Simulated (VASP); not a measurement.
Wanted: the native input for a VASP 6.6.1 run.

```
Task                   : relaxation of cell and atoms
Functional             : PBEsol
Potentials or basis    : VASP PAW PBE potentials, release 64 (Pt, S)
Cutoff                 : 600 eV
k mesh                 : 4 × 4 × 4
Occupations            : fermi-dirac, width 0.05 eV
Spin                   : no spin polarisation
Dipole correction      : no
Further INCAR settings : ALGO = Normal; EDIFF = 1e-06; IBRION = 2; EDIFFG = -0.01; NSW = 100; ISIF = 3
```

The structure of PtS2 lies in POSCAR:

```
PtS2
1.0
   -2.2999442295      3.7785446338      3.5601078387
    2.3366660060     -3.7894897629      3.5954221648
    2.3144573062      3.7981504389     -3.5718708779
Pt S
2 4
Direct
    0.7496594583      0.7567134676     -0.0053427440
    0.2400733730      0.2410205958     -0.0039468494
    0.9197727800      0.6936404090      0.6222044765
    0.0780272049      0.3083331537      0.3756426172
    0.5644975722      0.2001053370      0.7702494366
    0.4237106083      0.8087156728      0.2403121645
```

One way to write it, as run:

INCAR

```
SYSTEM = PtS2
PREC = Accurate
ENCUT = 600
EDIFF = 1E-6
ISMEAR = -1
SIGMA = 0.05
LREAL = .False.
LASPH = .True.
NELM = 60
ALGO = Normal
ISIF = 3
LWAVE = .False.
LCHARG = .False.
GGA = PS
IBRION = 2
NSW = 100
EDIFFG = -0.01
```

KPOINTS

```
regular mesh
0
Gamma
  4 4 4
  0 0 0
```

Potentials or basis: VASP PAW PBE potentials, release 64 (Pt, S).

The run is started by

```sh
$ cat potpaw_PBE.64/Pt/POTCAR potpaw_PBE.64/S/POTCAR > POTCAR
$ mpirun -np 1 vasp_std > vasp.out
```

Results of the run:

```json
{
 "Relaxed volume": "20.35 Å³/atom",
 "Relaxed cell": "a = 5.630 Å, b = 5.685 Å, c = 5.701 Å, α = 132.98°, β = 95.79°, γ = 102.61°",
 "Space group after relaxing (to 0.1 Å)": "Ibam (No. 72)",
 "Energy gained by relaxing": "28.8 meV/atom",
 "Ionic steps": "14",
 "Pressure after relaxing": "0.0 GPa",
 "Largest force after relaxing": "0.009 eV/Å",
 "Band gap on the k mesh": "zero (bands 22 and 23 overlap by 0.07 eV)"
}
```

Caveat: the k points lie up to 0.40 Å⁻¹ apart in the final cell; the PAW data sets were made with another functional, which shifts forces and pressure a little; spin-orbit coupling is left out, which moves the levels of the heavy elements.

Run time: 8.7 min on 1 thread of Intel(R) Xeon(R) 6975P-C (Granite Rapids) (shared host), peak memory 0.4 GiB.
